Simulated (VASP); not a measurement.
Input of a VASP 6.6.1 run:

The input INCAR:

```
PREC     = Accurate       # precision mode
ENCUT    = 500            # plane-wave cutoff, eV
EDIFF    = 1E-6           # SCF threshold, eV
ISMEAR   = 0              # smearing method
SIGMA    = 0.1            # smearing width, eV
LREAL    = F              # projectors in reciprocal space
LASPH    = T              # aspherical terms in the spheres
NELM     = 120            # most SCF steps
ALGO     = Normal         # electronic algorithm
ISIF     = 2              # what is computed and relaxed
LWAVE    = F              # write WAVECAR
LCHARG   = T              # write CHGCAR
GGA      = PE             # functional
LELF     = T              # ELF
LVHAR    = T            
NBANDS   = 14             # bands
GGA_COMPAT= F
```

Contents of KPOINTS:

```
regular mesh
0
Gamma
  8 8 6
```

The input POSCAR:

```
Os
1.0
    1.3363413261     -2.3143020080      0.0000000000
    1.3363413261      2.3143020080      0.0000000000
    0.0000000000      0.0000000000      2.5464346571
Os
1
Direct
    0.0000000000      0.0000000000      0.0000000000
```

Potentials or basis: VASP PAW PBE potentials, release 64 (Os_sv_GW).

Run with:

```bash
$ cat potpaw_PBE.64/Os_sv_GW/POTCAR > POTCAR
$ mpirun -np 1 vasp_std > vasp.out
```

(1) What does it give for the pressure?

(2) Predict the band gap on the k mesh.

Answers

(1) -2.3 GPa.

(2) zero (band 8 reaches 15.08 eV, above the bottom of band 9 at 10.88 eV).

Caveat: the k points lie up to 0.41 Å⁻¹ apart; spin-orbit coupling is left out, which moves the levels of the heavy elements.
